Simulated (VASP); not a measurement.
# Nb (Fd-3m) in VASP: a series of runs

The runs below take Nb through single point, with r2SCAN.

Everything below comes from runs of VASP 6.6.1. Logs are shortened: lines on timing, memory, paths and dates and some standing lists are left out, and cuts for length are marked.

## (1) The cell of the first run

Symmetry: Fd-3m, No. 227, cubic system. The conventional cell has a = 5.861 Å, b = 5.861 Å, c = 5.861 Å, α = 90.00°, β = 90.00°, γ = 90.00°. Nb (site symmetry -43m) has 4 Nb at 2.54 Å within 3.3 Å.

## (2) Single point, r2SCAN

The input, POSCAR:

```
Nb
1.0
    0.0000000000      2.9303569063      2.9303569063
    2.9303569063      0.0000000000      2.9303569063
    2.9303569063      2.9303569063      0.0000000000
Nb
2
Direct
    0.1250000000      0.1250000000      0.1250000000
    0.8750000000      0.8750000000      0.8750000000
```

The input, INCAR.step1:

```
PREC = Accurate
ENCUT = 520
ISMEAR = -1
SIGMA = 0.1
LREAL = False
LASPH = True
NELM = 60
NBANDS = 20
GGA = PE
ALGO = Normal
EDIFF = 1E-4
LWAVE = True
LCHARG = False
```

The input, INCAR.step2:

```
PREC = Accurate
ENCUT = 520
EDIFF = 1E-6
ISMEAR = -1
SIGMA = 0.1
LREAL = False
LASPH = True
NELM = 60
ALGO = Normal
ISIF = 2
LWAVE = False
LCHARG = True
METAGGA = R2SCAN
LMIXTAU = True
LELF = True
LVHAR = True
NBANDS = 20
ISTART = 1
```

The input, KPOINTS:

```
Automatic mesh
0
Gamma
  5 5 5
```

Potentials or basis: VASP PAW PBE potentials, release 64 (Nb_sv).

On the command line:

```sh
$ cat potpaw_PBE.64/Nb_sv/POTCAR > POTCAR
$ cp INCAR.step1 INCAR
$ mpirun -np 1 vasp_std > vasp.out
$ cp INCAR.step2 INCAR
$ mpirun -np 1 vasp_std > vasp.out
```

OUTCAR:

```text
PREC = Accurate
   ENCUT = 520
   EDIFF = 1E-6
   ISMEAR = -1
   LREAL = False
   LASPH = True
   NELM = 60
   ISIF = 2
   METAGGA = R2SCAN
   ISTART = 1

 ion  position               nearest neighbor table
   1  0.125  0.125  0.125-   2 2.54   2 2.54   2 2.54   2 2.54
   2  0.875  0.875  0.875-   1 2.54   1 2.54   1 2.54   1 2.54

  LATTYP: Found a face centered cubic cell.
 ALAT       =     5.8607138126

  Lattice vectors:

 A1 = (   0.0000000000,   2.9303569063,   2.9303569063)
 A2 = (   2.9303569063,   0.0000000000,   2.9303569063)
 A3 = (   2.9303569063,   2.9303569063,   0.0000000000)

Analysis of symmetry for initial positions (statically):
=====================================================================
 Subroutine PRICEL returns:
 Original cell was already a primitive cell.

 Routine SETGRP: Setting up the symmetry group for a
 face centered cubic supercell.

 Subroutine GETGRP returns: Found 48 space group operations
 (whereof 12 operations were pure point group operations)
 out of a pool of 48 trial point group operations.

The static configuration has the point symmetry D_3d.
 The point group associated with its full space group is O_h .

Analysis of symmetry for dynamics (positions and initial velocities):
=====================================================================
 Subroutine PRICEL returns:
 Original cell was already a primitive cell.

 Routine SETGRP: Setting up the symmetry group for a
 face centered cubic supercell.

 Subroutine GETGRP returns: Found 48 space group operations
 (whereof 12 operations were pure point group operations)
 out of a pool of 48 trial point group operations.

The dynamic configuration has the point symmetry D_3d.
 The point group associated with its full space group is O_h .

 Subroutine INISYM returns: Found 48 space group operations
 (whereof 12 operations are pure point group operations),
 and found     1 'primitive' translations

----------------------------------------------------------------------------------------

                                     Primitive cell

  volume of cell :      50.3259

  direct lattice vectors                    reciprocal lattice vectors
     0.000000000  2.930356906  2.930356906    -0.170627680  0.170627680  0.170627680
[... 63 lines left out ...]
   ISTART =      1    job   : 0-new  1-cont  2-samecut
   ICHARG =      0    charge: 1-file 2-atom 10-const
   ISPIN  =      1    spin polarized calculation?
   LNONCOLLINEAR =      F non collinear calculations
   LSORBIT =      F    spin-orbit coupling
   LASPH  =      T    aspherical Exc in radial PAW
   ENCUT  =  520.0 eV  38.22 Ry    6.18 a.u.   7.71  7.71  7.71*2*pi/ulx,y,z
   NELM   =     60;   NELMIN=  2; NELMDL=  0     # of ELM steps
   EDIFF  = 0.1E-05   stopping-criterion for ELM
   LREAL  =      F    real-space projection
   EDIFFG = 0.1E-04   stopping-criterion for IOM
   NSW    =      0    number of steps for IOM
   IBRION =     -1    ionic relax: 0-MD 1-quasi-New 2-CG
   NFREE  =      0    steps in history (QN), initial steepest desc. (CG)
   ISIF   =      2    stress and relaxation
   ISYM   =      2    0-nonsym 1-usesym 2-fastsym
   POTIM  = 0.5000    time-step for ionic-motion
   TEBEG  =    0.0;   TEEND  =   0.0 temperature during run
   PSTRESS=    0.0 pullay stress
   NELECT =      26.0000    total number of electrons
   NUPDOWN=      -1.0000    fix difference up-down
   EMIN   =  10.00;   EMAX   =-10.00  energy-range for DOS
   EFERMI =   0.00;   METHOD = LEGACY
   ISMEAR =    -1;   SIGMA  =   0.10  broadening in eV -4-tet -1-fermi 0-gaus
   EFERMI_NEDOS =   21; number of points for ismear=-14 and -15
   IALGO  =     38    algorithm
   IMIX   =      4    mixing-type and parameters
     AMIX     =   0.40;   BMIX     =  1.00
     AMIX_MAG =   1.60;   BMIX_MAG =  1.00
  volume/ion in A,a.u.               =      25.16       169.81
  Fermi-wavevector in a.u.,A,eV,Ry     =   1.313617  2.482376 23.478072  1.725590
  Thomas-Fermi vector in A             =   2.443927
   LORBIT       =      0    0 simple, 1 ext, 2 COOP (PROOUT), +10 PAW based schemes
   METAGGA = R2SCAN    functional components
   LHFCALC =     F    Hartree Fock is set to
   AEXX    =    0.0000 exact exchange contribution
   IVDW    =     0    specifies the selected vdW correction
   LEPSILON=     F    determine dielectric tensor
   LRPA    =     F    only Hartree local field effects (RPA)
 non-spin polarized calculation
  energy-cutoff  :      520.00
  volume of cell :       50.33
 maximum number of plane-waves:      1369
   NGX = 15   NGY = 15   NGZ = 15

 number of electron      26.0000003 magnetization

 Free energy of the ion-electron system (eV)
  ---------------------------------------------------
  ext. energy  EPLUGINS =         0.00000000
  ---------------------------------------------------
  free energy    TOTEN  =       -44.34855667 eV

  energy without entropy =      -44.21734603  energy(sigma->0) =      -44.28295135

 E-fermi :   6.9995     XC(G=0): -11.1723

 val. band max:        6.9127872053   @ k =  -0.4000   0.2000   0.0000
 cond. band min:       7.0230032695   @ k =  -0.4000   0.4000   0.2000
 fundamental gap:      0.1102160642
 Fermi energy:         6.9995345040

 k-point     1 :       0.0000    0.0000    0.0000
  band No.  band energies     occupation
      1     -49.3157      2.00000
      2     -48.5072      2.00000
      3     -25.0617      2.00000
      4     -25.0617      2.00000
      5     -25.0617      2.00000
      6     -23.7918      2.00000
[... 219 lines left out ...]
     19      12.5484      0.00000
     20      13.1406      0.00000

------------------------ aborting loop because EDIFF is reached ----------------------------------------

  FORCE on cell =-STRESS in cart. coord.  units (eV):
  Direction    XX          YY          ZZ          XY          YZ          ZX
  --------------------------------------------------------------------------------------
  -------------------------------------------------------------------------------------
  Total        0.2431786      0.2431786      0.2431786      0.0000000      0.0000000      0.0000000
  in kB        7.7418443      7.7418443      7.7418443      0.0000000      0.0000000      0.0000000
  external PRESSURE =       7.7418443 kB  Pullay stress =       0.0000000 kB

 VOLUME and BASIS-vectors are now :
 -----------------------------------------------------------------------------
  energy-cutoff  :      520.00
  volume of cell :       50.33
      direct lattice vectors                 reciprocal lattice vectors
     0.000000000  2.930356906  2.930356906    -0.170627680  0.170627680  0.170627680
     2.930356906  0.000000000  2.930356906     0.170627680 -0.170627680  0.170627680
     2.930356906  2.930356906  0.000000000     0.170627680  0.170627680 -0.170627680

 POSITION                                       TOTAL-FORCE (eV/Angst)
 -----------------------------------------------------------------------------------
      0.73259      0.73259      0.73259         0.000000      0.000000      0.000000
      5.12812      5.12812      5.12812        -0.000000     -0.000000     -0.000000
 -----------------------------------------------------------------------------------
    total drift:                                0.000000      0.000000     -0.000000

  FREE ENERGIE OF THE ION-ELECTRON SYSTEM (eV)
  ---------------------------------------------------
  free  energy   TOTEN  =       -44.3485566743 eV

  energy  without entropy=      -44.2173460280  energy(sigma->0) =      -44.28295135
```

It took 28 s on 1 thread of Intel Xeon Platinum 8559C (Emerald Rapids), shared host; peak memory 0.17 GiB.

What came out:

| Property | Result |
| --- | --- |
| Free energy | -44.3486 eV |
| Pressure | 0.8 GPa |
| Band gap on the k mesh | zero (band 13 reaches 7.34 eV, above the bottom of band 14 at 6.37 eV) |

Caveat: the k points lie up to 0.37 Å⁻¹ apart; the PAW data sets were made with another functional, which shifts forces and pressure a little.

(Part 1 of 4 ends here.)
